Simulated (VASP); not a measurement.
# Sc (I4/mmm) in VASP: a series of runs

Sc is run at these levels: PBE; tasks: single point.

All numbers are computed with VASP 6.6.1; they aren't measurements. Logs are shortened: lines on timing, memory, paths and dates and some standing lists are left out, and cuts for length are marked.

## (1) The cell of the first run

The structure is tetragonal, space group I4/mmm (No. 139). Conventional cell: a = 3.390 Å, b = 3.390 Å, c = 4.075 Å, α = 90.00°, β = 90.00°, γ = 90.00°. Within 4.1 Å of Sc (site symmetry 4/mmm) lie 14 Sc at 3.15 to 4.07 Å.

## (2) Single point, PBE

Input file INCAR:

```
SYSTEM = Sc
ALGO = Fast ; EDIFF = 1E-7
ENCUT = 520 ; GGA = PE
ISIF = 2 ; ISMEAR = 0
LASPH = .True. ; LCHARG = .True.
LELF = .True. ; LREAL = .False.
LVHAR = .True. ; LWAVE = .False.
NBANDS = 12 ; NELM = 60
PREC = Accurate ; SIGMA = 0.15
```

Input file KPOINTS:

```
k-points
0
Gamma
  20 20 20
  0 0 0
```

Input file POSCAR:

```
Sc
1.0
    0.0000000000      2.3968923594      2.0373585055
    2.3968923594      0.0000000000      2.0373585055
    2.3968923594      2.3968923594      0.0000000000
Sc
1
Direct
    0.0000000000      0.0000000000      0.0000000000
```

Potentials or basis: VASP PAW PBE potentials, release 64 (Sc_sv).

The run is started by

```console
$ cat potpaw_PBE.64/Sc_sv/POTCAR > POTCAR
$ mpirun -np 1 vasp_std > vasp.out
```

OUTCAR:

```text
SYSTEM = Sc
   EDIFF = 1E-7
   ENCUT = 520
   GGA = PE
   ISIF = 2
   ISMEAR = 0
   LASPH = .True.
   LREAL = .False.
   NELM = 60
   PREC = Accurate

 ion  position               nearest neighbor table
   1  0.000  0.000  0.000-

  LATTYP: Found a body centered tetragonal cell.
 ALAT       =     3.3897176822
 C/A-ratio  =     1.2020815280

  Lattice vectors:

 A1 = (   0.0000000000,  -2.3968923594,  -2.0373585055)
 A2 = (   0.0000000000,   2.3968923594,  -2.0373585055)
 A3 = (   2.3968923594,   0.0000000000,   2.0373585055)

Analysis of symmetry for initial positions (statically):
=====================================================================
 Subroutine PRICEL returns:
 Original cell was already a primitive cell.

 Routine SETGRP: Setting up the symmetry group for a
 body centered tetragonal supercell.

 Subroutine GETGRP returns: Found 16 space group operations
 (whereof 16 operations were pure point group operations)
 out of a pool of 16 trial point group operations.

The static configuration has the point symmetry D_4h.

Analysis of symmetry for dynamics (positions and initial velocities):
=====================================================================
 Subroutine PRICEL returns:
 Original cell was already a primitive cell.

 Routine SETGRP: Setting up the symmetry group for a
 body centered tetragonal supercell.

 Subroutine GETGRP returns: Found 16 space group operations
 (whereof 16 operations were pure point group operations)
 out of a pool of 16 trial point group operations.

The dynamic configuration has the point symmetry D_4h.

 Subroutine INISYM returns: Found 16 space group operations
 (whereof 16 operations are pure point group operations),
 and found     1 'primitive' translations

----------------------------------------------------------------------------------------

                                     Primitive cell

  volume of cell :      23.4096

  direct lattice vectors                    reciprocal lattice vectors
     0.000000000  2.396892359  2.037358505    -0.208603444  0.208603444  0.245415816
     2.396892359  0.000000000  2.037358505     0.208603444 -0.208603444  0.245415816
     2.396892359  2.396892359  0.000000000     0.208603444  0.208603444 -0.245415816

  length of vectors
     3.145778546  3.145778546  3.389717682     0.383744337  0.383744337  0.383744337

  position of ions in fractional coordinates (direct lattice)
     0.000000000  0.000000000  0.000000000

  ion indices of the primitive-cell ions
   primitive index   ion index
                 1           1

----------------------------------------------------------------------------------------

 KPOINTS: k-points

Automatic generation of k-mesh.
 Grid dimensions read from file:
 generate k-points for:   20   20   20

 Generating k-lattice:

  Cartesian coordinates                     Fractional coordinates (reciprocal lattice)
    -0.010430172  0.010430172  0.012270791     0.050000000  0.000000000  0.000000000
     0.010430172 -0.010430172  0.012270791     0.000000000  0.050000000  0.000000000
     0.010430172  0.010430172 -0.012270791    -0.000000000 -0.000000000  0.050000000

  Length of vectors
     0.019187217  0.019187217  0.019187217

  Shift w.r.t. Gamma in fractional coordinates (k-lattice)
     0.000000000  0.000000000  0.000000000

 Subroutine IBZKPT returns following result:
 ===========================================

 Found    641 irreducible k-points:

 Following reciprocal coordinates:
            Coordinates               Weight
  0.000000  0.000000  0.000000      1.000000
  0.050000  0.000000  0.000000      8.000000
  0.100000  0.000000  0.000000      8.000000
  0.150000  0.000000  0.000000      8.000000
  0.200000  0.000000  0.000000      8.000000
  0.250000 -0.000000  0.000000      8.000000
[... 16 lines left out ...]
 -0.400000  0.050000  0.000000      8.000000
 -0.350000  0.050000  0.000000      8.000000
 [... further k-points ...]
   k-points           NKPTS =    641   k-points in BZ     NKDIM =    641   number of bands    NBANDS=     12
   number of dos      NEDOS =    301   number of ions     NIONS =      1
   total plane-waves  NPLWV =  16128
   dimension x,y,z NGX =    24 NGY =   24 NGZ =   28
   dimension x,y,z NGXF=    48 NGYF=   48 NGZF=   56
   ions per type =               1
   NGX,Y,Z   is equivalent  to a cutoff of  12.68, 12.68, 13.73 a.u.
   NGXF,Y,Z  is equivalent  to a cutoff of  25.37, 25.37, 27.46 a.u.
 SYSTEM =  Sc
   PREC   = accura    normal or accurate (medium, high low for compatibility)
   ISTART =      0    job   : 0-new  1-cont  2-samecut
   ICHARG =      2    charge: 1-file 2-atom 10-const
   ISPIN  =      1    spin polarized calculation?
   LNONCOLLINEAR =      F non collinear calculations
   LSORBIT =      F    spin-orbit coupling
   LASPH  =      T    aspherical Exc in radial PAW
   ENCUT  =  520.0 eV  38.22 Ry    6.18 a.u.   5.85  5.85  6.30*2*pi/ulx,y,z
   NELM   =     60;   NELMIN=  2; NELMDL= -5     # of ELM steps
   EDIFF  = 0.1E-06   stopping-criterion for ELM
   LREAL  =      F    real-space projection
   EDIFFG = 0.1E-05   stopping-criterion for IOM
   NSW    =      0    number of steps for IOM
   IBRION =     -1    ionic relax: 0-MD 1-quasi-New 2-CG
   NFREE  =      0    steps in history (QN), initial steepest desc. (CG)
   ISIF   =      2    stress and relaxation
   ISYM   =      2    0-nonsym 1-usesym 2-fastsym
   POTIM  = 0.5000    time-step for ionic-motion
   TEBEG  =    0.0;   TEEND  =   0.0 temperature during run
   PSTRESS=    0.0 pullay stress
   NELECT =      11.0000    total number of electrons
   NUPDOWN=      -1.0000    fix difference up-down
   EMIN   =  10.00;   EMAX   =-10.00  energy-range for DOS
   EFERMI =   0.00;   METHOD = LEGACY
   ISMEAR =     0;   SIGMA  =   0.15  broadening in eV -4-tet -1-fermi 0-gaus
   EFERMI_NEDOS =   21; number of points for ismear=-14 and -15
   IALGO  =     68    algorithm
   IMIX   =      4    mixing-type and parameters
     AMIX     =   0.40;   BMIX     =  1.00
     AMIX_MAG =   1.60;   BMIX_MAG =  1.00
  volume/ion in A,a.u.               =      23.41       157.98
  Fermi-wavevector in a.u.,A,eV,Ry     =   1.272744  2.405136 22.039751  1.619876
  Thomas-Fermi vector in A             =   2.405605
   LORBIT       =      0    0 simple, 1 ext, 2 COOP (PROOUT), +10 PAW based schemes
   GGA     = PE    functional components
   LHFCALC =     F    Hartree Fock is set to
   AEXX    =    0.0000 exact exchange contribution
   IVDW    =     0    specifies the selected vdW correction
   LEPSILON=     F    determine dielectric tensor
   LRPA    =     F    only Hartree local field effects (RPA)
 non-spin polarized calculation
 RMM-DIIS sequential band-by-band and
 Gauss-broadening in eV      SIGMA  =   0.15
  energy-cutoff  :      520.00
  volume of cell :       23.41
 maximum number of plane-waves:       644
   NGX = 11   NGY = 11   NGZ = 13

 number of electron      10.9999999 magnetization

 Free energy of the ion-electron system (eV)
  ---------------------------------------------------
  ext. energy  EPLUGINS =         0.00000000
  ---------------------------------------------------
  free energy    TOTEN  =        -6.17300627 eV

  energy without entropy =       -6.15003381  energy(sigma->0) =       -6.16152004

 E-fermi :   4.0729     XC(G=0): -10.0836

 val. band max:        4.0724733601   @ k =  -0.4000   0.1000   0.2000
 cond. band min:       4.0745936209   @ k =   0.5000   0.1500   0.0500
 fundamental gap:      0.0021202608
 Fermi energy:         4.0729001004

 k-point     1 :       0.0000    0.0000    0.0000
  band No.  band energies     occupation
      1     -45.2783      2.00000
      2     -23.6620      2.00000
      3     -23.6586      2.00000
      4     -23.6586      2.00000
      5      -1.2322      2.00000
      6       5.4857      0.00000
      7       5.4857      0.00000
      8       6.4082      0.00000
      9       6.4756      0.00000
     10       7.5133      0.00000
     11      17.2071      0.00000
     12      19.5029      0.00000

 k-point     2 :       0.0500    0.0000    0.0000
  band No.  band energies     occupation
      1     -45.2765      2.00000
      2     -23.6724      2.00000
      3     -23.6613      2.00000
      4     -23.6606      2.00000
      5      -1.1647      2.00000
      6       5.4719      0.00000
      7       5.5066      0.00000
      8       6.3920      0.00000
      9       6.4706      0.00000
     10       7.4893      0.00000
     11      17.2584      0.00000
     12      19.2786      0.00000

 k-point     3 :       0.1000    0.0000    0.0000
  band No.  band energies     occupation
      1     -45.2711      2.00000
      2     -23.7070      2.00000
      3     -23.6693      2.00000
      4     -23.6618      2.00000
      5      -0.9654      2.00000
      6       5.4145      0.00000
      7       5.5514      0.00000
      8       6.3640      0.00000
      9       6.4762      0.00000
     10       7.4274      0.00000
     11      17.3456      0.00000
     12      18.6303      0.00000

 k-point     4 :       0.1500    0.0000    0.0000
  band No.  band energies     occupation
      1     -45.2628      2.00000
      2     -23.7609      2.00000
      3     -23.6816      2.00000
      4     -23.6633      2.00000
      5      -0.6435      2.00000
      6       5.2839      0.00000
      7       5.5695      0.00000
      8       6.3641      0.00000
      9       6.5490      0.00000
     10       7.3531      0.00000
     11      17.1045      0.00000
     12      17.9706      0.00000

 k-point     5 :       0.2000    0.0000    0.0000
  band No.  band energies     occupation
      1     -45.2523      2.00000
      2     -23.8281      2.00000
      3     -23.6971      2.00000
      4     -23.6653      2.00000
      5      -0.2154      2.00000
      6       5.0821      0.00000
      7       5.5180      0.00000
      8       6.3994      0.00000
      9       6.7379      0.00000
     10       7.3020      0.00000
     11      16.1708      0.00000
     12      17.7037      0.00000
[... 228 lines left out ...]
      1     -45.2013      2.00000
      2     -24.1309      2.00000
      3     -23.7725      2.00000
      4     -23.6826      2.00000
      5       2.2862      2.00000
      6       4.3671      0.00555
      7       5.0184      0.00000
      8       6.2342      0.00000
      9       7.8468      0.00000
     10       8.3835      0.00000
     11      11.3097      0.00000
     12      15.8447      0.00000

 k-point    22 :      -0.4500    0.0500    0.0000
  band No.  band energies     occupation
      1     -45.2026      2.00000
      2     -24.1230      2.00000
      3     -23.7693      2.00000
      4     -23.6846      2.00000
      5       2.2222      2.00000
      6       4.3617      0.00648
      7       5.0306      0.00000
      8       6.2384      0.00000
      9       7.8686      0.00000
     10       8.2842      0.00000
     11      11.4435      0.00000
     12      15.9012      0.00000

 k-point    23 :      -0.4000    0.0500    0.0000
  band No.  band energies     occupation
      1     -45.2074      2.00000
      2     -24.0937      2.00000
      3     -23.7609      2.00000
      4     -23.6858      2.00000
      5       1.9596      2.00000
      6       4.3703      0.00505
      7       5.0861      0.00000
      8       6.2482      0.00000
      9       7.8241      0.00000
     10       8.0404      0.00000
     11      11.9709      0.00000
     12      16.1135      0.00000

 k-point    24 :      -0.3500    0.0500    0.0000
  band No.  band energies     occupation
      1     -45.2154      2.00000
      2     -24.0455      2.00000
      3     -23.7483      2.00000
      4     -23.6861      2.00000
      5       1.5287      2.00000
      6       4.4486      0.00040
      7       5.1809      0.00000
      8       6.2602      0.00000
      9       7.6994      0.00000
     10       7.7318      0.00000
     11      12.7921      0.00000
     12      16.4675      0.00000

 [... further k-points ...]
[... 5 lines left out ...]
  --------------------------------------------------------------------------------------
  -------------------------------------------------------------------------------------
  Total        0.3094115      0.3094115      0.7222024      0.0000000     -0.0000000      0.0000000
  in kB       21.1764186     21.1764186     49.4282234      0.0000000     -0.0000000      0.0000000
  external PRESSURE =      30.5936869 kB  Pullay stress =       0.0000000 kB

 VOLUME and BASIS-vectors are now :
 -----------------------------------------------------------------------------
  energy-cutoff  :      520.00
  volume of cell :       23.41
      direct lattice vectors                 reciprocal lattice vectors
     0.000000000  2.396892359  2.037358505    -0.208603444  0.208603444  0.245415816
     2.396892359  0.000000000  2.037358505     0.208603444 -0.208603444  0.245415816
     2.396892359  2.396892359  0.000000000     0.208603444  0.208603444 -0.245415816

 POSITION                                       TOTAL-FORCE (eV/Angst)
 -----------------------------------------------------------------------------------
      0.00000      0.00000      0.00000         0.000000      0.000000      0.000000
 -----------------------------------------------------------------------------------
    total drift:                               -0.000000     -0.000000      0.000000

  FREE ENERGIE OF THE ION-ELECTRON SYSTEM (eV)
  ---------------------------------------------------
  free  energy   TOTEN  =        -6.1730062736 eV

  energy  without entropy=       -6.1500338053  energy(sigma->0) =       -6.16152004
```

Run time: 2.4 min. Hardware: 1 thread of Intel Xeon Platinum 8259CL at 2.50GHz (Skylake/Cascade Lake), shared host; peak memory 0.29 GiB.

What came out:

| Quantity | Value |
| --- | --- |
| Free energy | -6.1730 eV |
| Pressure | 3.1 GPa |
| Band gap on the k mesh | zero (an odd number of electrons rules out a gap without spin polarisation) |

Caveat: the cell stands under pressure.

## (3) Single point, PBE

This run uses another cell than the first one, of the same volume but with other edges.

Input file INCAR:

```
SYSTEM = Sc
PREC = Accurate
ENCUT = 520
EDIFF = 1E-7
ISMEAR = 0
SIGMA = 0.15
LREAL = .False.
LASPH = .True.
NELM = 80
ALGO = Fast
ISIF = 2
LWAVE = .False.
LCHARG = .False.
GGA = PE
NBANDS = 12
```

Input file KPOINTS:

```
regular mesh
0
Gamma
  20 20 20
  0 0 0
```

Input file POSCAR:

```
Sc
1.0
    0.0000000000      2.4665502751      1.9239092146
    2.4665502751      0.0000000000      1.9239092146
    2.4665502751      2.4665502751      0.0000000000
Sc
1
Direct
    0.0000000000      0.0000000000      0.0000000000
```

Potentials or basis: VASP PAW PBE potentials, release 64 (Sc_sv).

The run is started by

```console
$ cat potpaw_PBE.64/Sc_sv/POTCAR > POTCAR
$ mpirun -np 1 vasp_std > vasp.out
```

Run time: 2.2 min. Hardware: 1 thread of Intel Xeon Platinum 8259CL at 2.50GHz (Skylake/Cascade Lake), shared host; peak memory 0.29 GiB.

Results (log left out):

* Free energy: -6.1506 eV
* Pressure: 3.4 GPa
* Band gap on the k mesh: zero (an odd number of electrons rules out a gap without spin polarisation)

Stress tensor (GPa, compression positive):
```
2.65 0.00 0.00
0.00 2.65 0.00
0.00 0.00 4.76
```

Levels at points of the mesh, in eV from the Fermi level:
```tsv
k point	band 1	band 2	band 3	band 4	band 5	band 6	band 7	band 8	band 9	band 10
(0.00, 0.00, 0.00)	-49.41	-27.79	-27.79	-27.79	-5.33	1.40	1.40	1.98	2.66	3.32
(0.50, 0.00, 0.00)	-49.34	-28.26	-27.92	-27.79	-1.86	0.42	0.57	2.60	3.48	4.38
(0.50, 0.50, 0.00)	-49.28	-28.17	-28.08	-28.08	-1.44	-1.18	4.05	4.19	4.19	5.06
(0.50, 0.00, 0.50)	-49.33	-28.25	-27.96	-27.82	-1.80	-0.16	0.94	3.47	3.60	4.50
```

Caveat: the cell stands under pressure.

## (4) Single point, PBE

This run uses another cell than the first one, of the same volume but with other edges.

Input file INCAR:

```
SYSTEM = Sc
  ALGO = Fast
  EDIFF = 1E-6
  ENCUT = 520
  GGA = PE
  ISIF = 2
  ISMEAR = 0
  LASPH = .True.
  LCHARG = .False.
  LREAL = .False.
  LWAVE = .False.
  NBANDS = 12
  NELM = 100
  PREC = Accurate
  SIGMA = 0.15
```

Input file KPOINTS:

```
k-points
0
Gamma
  20 20 20
  0 0 0
```

Input file POSCAR:

```
Sc
1.0
    0.0000000000      2.0803690726      2.7044797944
    2.0803690726      0.0000000000      2.7044797944
    2.0803690726      2.0803690726      0.0000000000
Sc
1
Direct
    0.0000000000      0.0000000000      0.0000000000
```

The run is started by

```console
$ cat potpaw_PBE.64/Sc_sv/POTCAR > POTCAR
$ mpirun -np 1 vasp_std > vasp.out
```

It took 2.8 min on 1 thread of Intel Xeon Platinum 8259CL at 2.50GHz (Skylake/Cascade Lake), shared host; peak memory 0.29 GiB.

Results (log left out):

| Quantity | Value |
| --- | --- |
| Free energy | -6.0765 eV |
| Pressure | 2.7 GPa |
| Band gap on the k mesh | zero (an odd number of electrons rules out a gap without spin polarisation) |

Stress tensor (GPa, compression positive):
```
 6.25  0.00  0.00
 0.00  6.25  0.00
 0.00  0.00 -4.43
```

Levels at points of the mesh, in eV from the Fermi level:
```tsv
k point	band 1	band 2	band 3	band 4	band 5	band 6	band 7	band 8	band 9	band 10
(0.00, 0.00, 0.00)	-49.40	-27.76	-27.74	-27.74	-5.22	0.49	1.63	2.49	2.49	3.97
(0.50, 0.00, 0.00)	-49.30	-28.33	-27.84	-27.72	-1.72	0.52	0.67	2.36	3.81	4.11
(0.50, 0.50, 0.00)	-49.35	-28.09	-27.80	-27.80	-1.95	-0.49	0.05	4.16	4.16	4.23
(0.50, 0.00, 0.50)	-49.24	-28.29	-28.18	-27.80	-1.62	-0.52	3.28	3.63	3.65	5.03
```

Caveat: the stress differs along the axes, from -4 to 6 GPa.

## (5) The runs side by side

```tsv
cell	further INCAR settings	gap on the mesh (eV)	pressure (GPa)
a = 3.146, b = 3.146, c = 3.390 Å, angles 57.4, 57.4, 65.2°, 1 atom	ALGO = Fast; EDIFF = 1e-07; NBANDS = 12	none	3.1
a = 3.128, b = 3.128, c = 3.488 Å, angles 56.1, 56.1, 67.8°, 1 atom	ALGO = Fast; EDIFF = 1e-07; NBANDS = 12	none	3.4
a = 3.412, b = 3.412, c = 2.942 Å, angles 64.5, 64.5, 51.1°, 1 atom	ALGO = Fast; EDIFF = 1e-06; NBANDS = 12	none	2.7
```

Alike in all rows: task single point; level PBE; potentials or basis VASP PAW PBE potentials, release 64 (Sc_sv); no spin polarisation; k mesh 20 × 20 × 20; cutoff (eV) 520; smearing gaussian 0.15 eV.

Caveats: the cell stands under pressure (at least some runs); the stress differs along the axes, from -4 to 6 GPa (at least some runs).

Total energies depend on the potentials used, so only differences within one code and one set of settings carry meaning.
